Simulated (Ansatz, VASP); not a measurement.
# Two plane-wave programs on LaLuAs2

File POSCAR:

```
LaLuAs2
1.0
    2.1238361544      1.2261973754      6.9093105680
   -2.1238361544      1.2261973754      6.9093105680
    0.0000000000     -2.4523947509      6.9093105680
La Lu As
1 1 2
Direct
    1.0000000000      0.0000000000      0.0000000000
    0.5000000000      0.5000000000      0.5000000000
    0.2433640457      0.2433640457      0.2433640457
    0.7566359543      0.7566359543      0.7566359543
```

File INCAR.step1:

```
PREC = Accurate
ENCUT = 520
ISMEAR = -1
SIGMA = 0.02
LREAL = False
LASPH = True
NELM = 60
NBANDS = 31
GGA = PE
ALGO = Normal
EDIFF = 1E-4
LWAVE = True
LCHARG = False
```

File INCAR.step2:

```
PREC = Accurate
ENCUT = 520
EDIFF = 1E-6
ISMEAR = -1
SIGMA = 0.02
LREAL = False
LASPH = True
NELM = 60
ALGO = Normal
ISIF = 2
LWAVE = False
LCHARG = True
METAGGA = R2SCAN
LMIXTAU = True
LELF = True
LVHAR = True
NBANDS = 31
ISTART = 1
```

Contents of KPOINTS:

```
Automatic mesh
0
Gamma
  6 6 6
```

Input for Ansatz:

```yaml
crystal:
  lattice:
    - [2.1238361544, 1.2261973754, 6.909310568]
    - [-2.1238361544, 1.2261973754, 6.909310568]
    - [0.0, -2.4523947509, 6.909310568]
  atoms:
    - { symbol: La, position: [1.0, 0.0, 0.0] }
    - { symbol: Lu, position: [0.5, 0.5, 0.5] }
    - { symbol: As, position: [0.2433640457, 0.2433640457, 0.2433640457] }
    - { symbol: As, position: [0.7566359543, 0.7566359543, 0.7566359543] }
kpoints:
  mp_grid: { grid: [6, 6, 6] }
hamiltonian:
  xc: r2scan
scf:
  occupations: { method: fermi_dirac, width: 0.02 }
  n_extra_bands: 5
output:
  forces: true
  stress: true
  eigenvalues: true
```

Alike in both runs: task single point; functional r2SCAN; k mesh 6 × 6 × 6; occupations fermi-dirac, width 0.02 eV; no spin polarisation.

```csv
,VASP,Ansatz
version,VASP 6.6.1,Ansatz 0.2.0
potentials or method,"VASP PAW PBE potentials, release 64 (La, Lu, As)","plane waves, PAW"
plane-wave cutoff (eV),520,500
valence electrons in the cell,46,66
```

Ansatz gave:

* pressure (GPa): -2.2
* rms of the force components (eV/Å): 0.008

**Question.** What did VASP give for the same quantities?

**Answer.** Pressure (GPa): -2.1; rms of the force components (eV/Å): 0.023.

VASP's potentials were made for PBE, not for r2SCAN. Atom by atom the forces differ by 0.015 eV/Å (rms over components). VASP's potentials hold 46 valence electrons a cell and Ansatz's 66, so a difference there can come from the potentials and not from the codes.

Spin-orbit coupling is off throughout.
